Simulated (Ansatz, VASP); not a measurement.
**Hg in VASP and in Ansatz**

Contents of INCAR:

```
SYSTEM = Hg
ALGO     = Normal         ! electronic algorithm
EDIFF    = 1E-7           ! SCF threshold, eV
EDIFFG   = -0.005         ! ionic threshold
ENCUT    = 500            ! plane-wave cutoff, eV
GGA      = PE             ! functional
GGA_COMPAT= .FALSE.      
IBRION   = 2              ! ionic algorithm
ISIF     = 3              ! what is computed and relaxed
ISMEAR   = 0              ! smearing method
LASPH    = .TRUE.         ! aspherical terms in the spheres
LCHARG   = .FALSE.        ! write CHGCAR
LREAL    = .FALSE.        ! projectors in reciprocal space
LWAVE    = .FALSE.        ! write WAVECAR
NELM     = 120            ! most SCF steps
NELMIN   = 4            
NSW      = 100            ! ionic steps
PREC     = Accurate       ! precision mode
SIGMA    = 0.1            ! smearing width, eV
```

Contents of KPOINTS:

```
k-points
0
G
  9 9 14
  0 0 0
```

POSCAR

```
Hg
1.0
    5.4666964342      0.0000000000      0.0000000000
   -2.7333482171      4.7342979868      0.0000000000
    0.0000000000      0.0000000000      3.1852178100
Hg
3
Direct
    0.3333333300      0.6666666700      0.5000000000
    0.6666666700      0.3333333300      0.5000000000
    0.0000000000      0.0000000000      0.0000000000
```

Input for Ansatz:

```yaml
crystal:
  lattice:
    - [5.4666964342, 0.0, 0.0]
    - [-2.7333482171, 4.7342979868, 0.0]
    - [0.0, 0.0, 3.18521781]
  atoms:
    - { symbol: Hg, position: [0.33333333, 0.66666667, 0.5] }
    - { symbol: Hg, position: [0.66666667, 0.33333333, 0.5] }
    - { symbol: Hg, position: [0.0, 0.0, 0.0] }
basis:
  ecutwfc: 420
kpoints:
  mp_grid: { grid: [9, 9, 14] }
hamiltonian:
  xc: pbe
scf:
  occupations: { method: gaussian, width: 0.1 }
output:
  forces: true
  stress: true
  eigenvalues: true
relax:
  adjacent_minimum: "off"
  f_tol: 0.005
  max_steps: 80
  cell: { stress_tol: 0.05 }
```

Alike in both runs: task relaxation of cell and atoms; functional PBE; k mesh 9 × 9 × 14; occupations gaussian, width 0.1 eV; no spin polarisation.

|  | VASP | Ansatz |
| --- | --- | --- |
| version | VASP 6.6.1 | Ansatz 0.2.0 |
| potentials or method | VASP PAW PBE potentials, release 64 (Hg_sv_GW), cutoff 500 eV | scalar-relativistic, plane waves, PAW |
| valence electrons in the cell | 60 | 60 |

VASP gave:

```
gap on the k mesh at the Fermi level, each at its own relaxed structure (eV) : none
relaxed volume (Å³/atom)                                                     : 27.23
relaxed length of the cell vector where the two differ most in proportion (Å)              : 3.197
```

Problem. What did Ansatz give for the same quantities?

Solution. gap on the k mesh at the Fermi level, each at its own relaxed structure (eV): none; relaxed volume (Å³/atom): 29.57; relaxed length of the cell vector where the two differ most in proportion (Å): 3.313.

A gap of «none» marks a metal or a gap that the smearing closes. One of these differences is far larger than is usual between the two programs; its cause wasn't traced.

Neither program's run includes spin-orbit coupling.
